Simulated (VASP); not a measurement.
# MoSe2 (P6_3/mmc) in VASP: electric field gradients with PBE+D3(BJ)

Aim: the electric field gradients of MoSe2 with PBE+D3(BJ).

All numbers are computed with VASP 6.6.1; they aren't measurements. Logs are shortened: lines on timing, memory, paths and dates and some standing lists are left out, and cuts for length are marked.

## 1. The cell of the first run

Symmetry: P6_3/mmc, No. 194, hexagonal system. The conventional cell has a = 3.277 Å, b = 3.277 Å, c = 12.734 Å, α = 90.00°, β = 90.00°, γ = 120.00°. Mo (site symmetry -6m2) has 6 Se at 2.53 Å and 6 Mo at 3.28 Å within 3.3 Å. Se (site symmetry 3m) has 3 Mo at 2.53 Å and 6 Se at 3.28 Å within 3.3 Å.

## 2. Electric field gradients, PBE+D3(BJ)

File INCAR:

```
ALGO = Normal ; EDIFF = 1E-8
ENCUT = 400 ; GGA = PE
GGA_COMPAT = False ; ISIF = 2
ISMEAR = 0 ; IVDW = 12
LASPH = True ; LCHARG = False
LEFG = True ; LREAL = False
LWAVE = False ; NBANDS = 35
NELM = 120 ; PREC = Accurate
SIGMA = 0.05
```

File KPOINTS:

```
k-points
0
Gamma
  10 10 4
```

File POSCAR:

```
MoSe2
1.0
    3.2769031934      0.0000000000      0.0000000000
   -1.6384515967      2.8378814112      0.0000000000
    0.0000000000      0.0000000000     12.7341133400
Mo Se
2 4
Direct
    0.3333333333      0.6666666667      0.2500000000
    0.6666666667      0.3333333333      0.7500000000
    0.3333333333      0.6666666667      0.6185407763
    0.6666666667      0.3333333333      0.1185407763
    0.3333333333      0.6666666667      0.8814592237
    0.6666666667      0.3333333333      0.3814592237
```

Potentials or basis: VASP PAW PBE potentials, release 64 (Mo_sv, Se).

Launch:

```
$ cat potpaw_PBE.64/Mo_sv/POTCAR potpaw_PBE.64/Se/POTCAR > POTCAR
$ mpirun -np 1 vasp_std > vasp.out
```

OUTCAR:

```text
EDIFF = 1E-8
   ENCUT = 400
   GGA = PE
   ISIF = 2
   ISMEAR = 0
   IVDW = 12
   LASPH = True
   LREAL = False
   NELM = 120
   PREC = Accurate
 IVDW          = 12

 ion  position               nearest neighbor table
   1  0.333  0.667  0.250-   4 2.53   6 2.53   4 2.53   6 2.53   4 2.53   6 2.53
   2  0.667  0.333  0.750-   3 2.53   5 2.53   3 2.53   5 2.53   3 2.53   5 2.53
   3  0.333  0.667  0.619-   2 2.53   2 2.53   2 2.53
   4  0.667  0.333  0.119-   1 2.53   1 2.53   1 2.53
   5  0.333  0.667  0.881-   2 2.53   2 2.53   2 2.53
   6  0.667  0.333  0.381-   1 2.53   1 2.53   1 2.53

  LATTYP: Found a hexagonal cell.
 ALAT       =     3.2769031934
 C/A-ratio  =     3.8860206080

  Lattice vectors:

 A1 = (   3.2769031934,   0.0000000000,   0.0000000000)
 A2 = (  -1.6384515967,   2.8378814112,   0.0000000000)
 A3 = (   0.0000000000,   0.0000000000,  12.7341133400)

Analysis of symmetry for initial positions (statically):
=====================================================================
 Subroutine PRICEL returns:
 Original cell was already a primitive cell.

 Routine SETGRP: Setting up the symmetry group for a
 hexagonal supercell.

 Subroutine GETGRP returns: Found 24 space group operations
 (whereof 12 operations were pure point group operations)
 out of a pool of 24 trial point group operations.

The static configuration has the point symmetry D_3d.
 The point group associated with its full space group is D_6h.

Analysis of symmetry for dynamics (positions and initial velocities):
=====================================================================
 Subroutine PRICEL returns:
 Original cell was already a primitive cell.

 Routine SETGRP: Setting up the symmetry group for a
 hexagonal supercell.

 Subroutine GETGRP returns: Found 24 space group operations
 (whereof 12 operations were pure point group operations)
 out of a pool of 24 trial point group operations.

The dynamic configuration has the point symmetry D_3d.
 The point group associated with its full space group is D_6h.

 Subroutine INISYM returns: Found 24 space group operations
 (whereof 12 operations are pure point group operations),
 and found     1 'primitive' translations

----------------------------------------------------------------------------------------

                                     Primitive cell

  volume of cell :     118.4204

  direct lattice vectors                    reciprocal lattice vectors
     3.276903193  0.000000000  0.000000000     0.305166171  0.176187771  0.000000000
    -1.638451597  2.837881411  0.000000000     0.000000000  0.352375542  0.000000000
     0.000000000  0.000000000 12.734113340     0.000000000  0.000000000  0.078529221

  length of vectors
     3.276903193  3.276903193 12.734113340     0.352375542  0.352375542  0.078529221

  position of ions in fractional coordinates (direct lattice)
     0.333333333  0.666666667  0.250000000
     0.666666667  0.333333333  0.750000000
     0.333333333  0.666666667  0.618540776
     0.666666667  0.333333333  0.118540776
     0.333333333  0.666666667  0.881459224
     0.666666667  0.333333333  0.381459224

  ion indices of the primitive-cell ions
   primitive index   ion index
                 1           1
                 2           2
                 3           3
                 4           4
                 5           5
                 6           6

----------------------------------------------------------------------------------------

 KPOINTS: k-points

Automatic generation of k-mesh.
 Grid dimensions read from file:
 generate k-points for:   10   10    4

 Generating k-lattice:

  Cartesian coordinates                     Fractional coordinates (reciprocal lattice)
     0.030516617  0.017618777  0.000000000     0.100000000  0.000000000  0.000000000
[... 56 lines left out ...]
   LASPH  =      T    aspherical Exc in radial PAW
   ENCUT  =  400.0 eV  29.40 Ry    5.42 a.u.   5.34  5.34 20.77*2*pi/ulx,y,z
   NELM   =    120;   NELMIN=  2; NELMDL= -5     # of ELM steps
   EDIFF  = 0.1E-07   stopping-criterion for ELM
   LREAL  =      F    real-space projection
   EDIFFG = 0.1E-06   stopping-criterion for IOM
   NSW    =      0    number of steps for IOM
   IBRION =     -1    ionic relax: 0-MD 1-quasi-New 2-CG
   NFREE  =      0    steps in history (QN), initial steepest desc. (CG)
   ISIF   =      2    stress and relaxation
   ISYM   =      2    0-nonsym 1-usesym 2-fastsym
   POTIM  = 0.5000    time-step for ionic-motion
   TEBEG  =    0.0;   TEEND  =   0.0 temperature during run
   PSTRESS=    0.0 pullay stress
   NELECT =      52.0000    total number of electrons
   NUPDOWN=      -1.0000    fix difference up-down
   EMIN   =  10.00;   EMAX   =-10.00  energy-range for DOS
   EFERMI =   0.00;   METHOD = LEGACY
   ISMEAR =     0;   SIGMA  =   0.05  broadening in eV -4-tet -1-fermi 0-gaus
   EFERMI_NEDOS =   21; number of points for ismear=-14 and -15
   IALGO  =     38    algorithm
   IMIX   =      4    mixing-type and parameters
     AMIX     =   0.40;   BMIX     =  1.00
     AMIX_MAG =   1.60;   BMIX_MAG =  1.00
  volume/ion in A,a.u.               =      19.74       133.19
  Fermi-wavevector in a.u.,A,eV,Ry     =   1.244325  2.351433 21.066502  1.548344
  Thomas-Fermi vector in A             =   2.378596
   LORBIT       =      0    0 simple, 1 ext, 2 COOP (PROOUT), +10 PAW based schemes
   GGA     = PE    functional components
   LHFCALC =     F    Hartree Fock is set to
   AEXX    =    0.0000 exact exchange contribution
   IVDW    =    12    specifies the selected vdW correction
   LEPSILON=     F    determine dielectric tensor
   LRPA    =     F    only Hartree local field effects (RPA)
 non-spin polarized calculation
 Gauss-broadening in eV      SIGMA  =   0.05
  energy-cutoff  :      400.00
  volume of cell :      118.42
 maximum number of plane-waves:      2190
 NGX is ok and might be reduce to    24
   NGX = 11   NGY = 11   NGZ = 41

 number of electron      52.0000003 magnetization

 Free energy of the ion-electron system (eV)
  ---------------------------------------------------
  ext. energy  EPLUGINS =         0.00000000
  ---------------------------------------------------
  free energy    TOTEN  =       -39.80432336 eV

  energy without entropy =      -39.80432336  energy(sigma->0) =      -39.80432336

 E-fermi :   7.0476     XC(G=0): -10.8307

 val. band max:        6.7274020106   @ k =   0.0000   0.0000   0.0000
 cond. band min:       7.4904042808   @ k =   0.2000   0.2000   0.0000
 fundamental gap:      0.7630022702
 Fermi energy:         7.0475680235

 k-point     1 :       0.0000    0.0000    0.0000
  band No.  band energies     occupation
      1     -54.4700      2.00000
      2     -54.4700      2.00000
      3     -28.6450      2.00000
      4     -28.6445      2.00000
      5     -28.4456      2.00000
      6     -28.4456      2.00000
[... 901 lines left out ...]
     34      10.6177      0.00000
     35      12.1180      0.00000

 [... further k-points ...]

------------------------ aborting loop because EDIFF is reached ----------------------------------------

 Edisp (eV)   -2.87478

 E8    (eV) :    -1.2402

  FORCE on cell =-STRESS in cart. coord.  units (eV):
  Direction    XX          YY          ZZ          XY          YZ          ZX
  --------------------------------------------------------------------------------------
  -------------------------------------------------------------------------------------
  Total      -0.02581    -0.02581     0.03353     0.00000     0.00000     0.00000
  in kB      -0.34926    -0.34926     0.45367     0.00000     0.00000     0.00000
  external pressure =       -0.08 kB  Pullay stress =        0.00 kB

 VOLUME and BASIS-vectors are now :
 -----------------------------------------------------------------------------
  energy-cutoff  :      400.00
  volume of cell :      118.42
      direct lattice vectors                 reciprocal lattice vectors
     3.276903193  0.000000000  0.000000000     0.305166171  0.176187771  0.000000000
    -1.638451597  2.837881411  0.000000000     0.000000000  0.352375542  0.000000000
     0.000000000  0.000000000 12.734113340     0.000000000  0.000000000  0.078529221

 POSITION                                       TOTAL-FORCE (eV/Angst)
 -----------------------------------------------------------------------------------
     -0.00000      1.89192      3.18353        -0.000000      0.000000      0.000000
      1.63845      0.94596      9.55059        -0.000000     -0.000000      0.000000
     -0.00000      1.89192      7.87657         0.000000      0.000000     -0.040959
      1.63845      0.94596      1.50951         0.000000      0.000000     -0.040959
     -0.00000      1.89192     11.22460         0.000000     -0.000000      0.040959
      1.63845      0.94596      4.85754         0.000000      0.000000      0.040959
 -----------------------------------------------------------------------------------
    total drift:                               -0.000000      0.000000     -0.000000

  FREE ENERGIE OF THE ION-ELECTRON SYSTEM (eV)
  ---------------------------------------------------
  free  energy   TOTEN  =       -42.6791075352 eV

  energy  without entropy=      -42.6791075352  energy(sigma->0) =      -42.67910754

 Electric field gradients (V/A^2)
---------------------------------------------------------------------
 ion       V_xx      V_yy      V_zz      V_xy      V_xz      V_yz
---------------------------------------------------------------------
   1      35.298    35.299   -70.597     0.000     0.000    -0.000
   2      35.298    35.299   -70.597     0.000    -0.000     0.000
   3      44.944    44.944   -89.889    -0.000    -0.000     0.000
   4      44.944    44.944   -89.889    -0.000     0.000    -0.000
   5      44.944    44.944   -89.889    -0.000     0.000    -0.000
   6      44.944    44.944   -89.889    -0.000    -0.000     0.000
---------------------------------------------------------------------

 Electric field gradients after diagonalization (V/A^2)
 (convention: |V_zz| > |V_xx| > |V_yy|)
----------------------------------------------------------------------
 ion       V_xx      V_yy      V_zz     asymmetry (V_yy - V_xx)/ V_zz
----------------------------------------------------------------------
   1      35.299    35.298   -70.597       0.000
   2      35.299    35.298   -70.597       0.000
   3      44.944    44.944   -89.889       0.000
   4      44.944    44.944   -89.889       0.000
   5      44.944    44.944   -89.889       0.000
   6      44.944    44.944   -89.889       0.000
----------------------------------------------------------------------

           NMR quadrupolar parameters

 Cq : quadrupolar parameter    Cq=e*Q*V_zz/h
 eta: asymmetry parameters     (V_yy - V_xx)/ V_zz
 Q  : nuclear electric quadrupole moment in mb (millibarn)
----------------------------------------------------------------------
 ion       Cq(MHz)       eta       Q (mb)
----------------------------------------------------------------------
   1      -0.171       0.000       1.000
   2      -0.171       0.000       1.000
   3      -0.217       0.000       1.000
   4      -0.217       0.000       1.000
   5      -0.217       0.000       1.000
   6      -0.217       0.000       1.000
----------------------------------------------------------------------
```

Wall time 2.4 min (1 thread of Intel Xeon Platinum 8488C (Sapphire Rapids), shared host); peak memory 0.26 GiB.

Results:

| Quantity | Value |
| --- | --- |
| Free energy | -42.6791 eV |
| Pressure | 0.0 GPa |
| Largest force | 0.041 eV/Å |
| Band gap on the k mesh | 0.76 eV, indirect (least direct gap 1.59 eV) |
| Dispersion energy per atom | -0.479 eV |

Forces in eV/Å, atoms in the order of the input:
```
Mo   0.000  0.000  0.000
Mo   0.000  0.000  0.000
Se   0.000  0.000 -0.041
Se   0.000  0.000 -0.041
Se   0.000  0.000  0.041
Se   0.000  0.000  0.041
```

Stress tensor (GPa, compression positive):
```
-0.03  0.00  0.00
 0.00 -0.03  0.00
 0.00  0.00  0.05
```

Electric field gradients, principal values (V/Å²):
| atom | least | middle | greatest (by size) |
| --- | --- | --- | --- |
| 1 Mo | 35.298 | 35.299 | -70.597 |
| 2 Mo | 35.298 | 35.299 | -70.597 |
| 3 Se | 44.944 | 44.944 | -89.889 |
| 4 Se | 44.944 | 44.944 | -89.889 |
| 5 Se | 44.944 | 44.944 | -89.889 |
| 6 Se | 44.944 | 44.944 | -89.889 |

Caveat: without QUAD_EFG the Cq values of the log hold for a quadrupole moment of 1 mb, not for the nuclei. A k mesh can miss the band edges.
